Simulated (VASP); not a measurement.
A run of VASP 6.6.1 is set up as follows.

The input INCAR:

```
PREC = Accurate
ENCUT = 600
EDIFF = 1E-6
ISMEAR = -1
SIGMA = 0.05
LREAL = F
LASPH = T
NELM = 60
ALGO = Normal
ISIF = 3
LWAVE = F
LCHARG = F
GGA = RE
IBRION = 2
NSW = 60
EDIFFG = -0.01
```

The input KPOINTS:

```
Automatic mesh
0
Gamma
  8 8 8
```

Contents of POSCAR:

```
GaP
1.0
    0.0000000000      2.7252500000      2.7252500000
    2.7252500000      0.0000000000      2.7252500000
    2.7252500000      2.7252500000      0.0000000000
Ga P
1 1
Direct
    0.0000000000      0.0000000000      0.0000000000
    0.7500000000      0.7500000000      0.7500000000
```

Potentials or basis: VASP PAW PBE potentials, release 64 (Ga_d, P).

Launch:

```bash
$ cat potpaw_PBE.64/Ga_d/POTCAR potpaw_PBE.64/P/POTCAR > POTCAR
$ mpirun -np 1 vasp_std > vasp.out
```

(1) Predict the relaxed cell.

(2) Estimate the relaxed volume.

Answers

(1) a = 3.918 Å, b = 3.918 Å, c = 3.918 Å, α = 60.00°, β = 60.00°, γ = 60.00°.

(2) 21.26 Å³/atom.

Caveat: the PAW data sets were made with another functional, which shifts forces and pressure a little.
